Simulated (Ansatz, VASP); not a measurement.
One calculation of Al, two programs

```xyz
1
Lattice="0.0000 2.0847 2.0847 2.0847 0.0000 2.0847 2.0847 2.0847 0.0000" Properties=species:S:1:pos:R:3 pbc="T T T"
Al    0.0000    0.0000    0.0000
```

Change from the starting cell: strain +0.030 along x and y, +0.030 along z, atoms carried along.

Alike in both runs: task single point; functional PBEsol; dispersion D3(BJ); k mesh 20 × 20 × 20; occupations gaussian, width 0.15 eV; no spin polarisation.

|  | VASP | Ansatz |
| --- | --- | --- |
| version | VASP 6.6.1 | Ansatz 0.2.0 |
| potentials or method | VASP PAW PBE potentials, release 64 (Al), cutoff 520 eV | scalar-relativistic, plane waves, PAW |
| valence electrons in the cell | 3 | 3 |

```csv
,VASP,Ansatz,Ansatz less VASP
gap on the k mesh at the Fermi level (eV),none,none,-
pressure (GPa),-9.7,-9.7,-0.03
```

VASP's potentials were made for PBE, not for PBEsol. A gap of «none» marks a metal or a gap that the smearing closes.
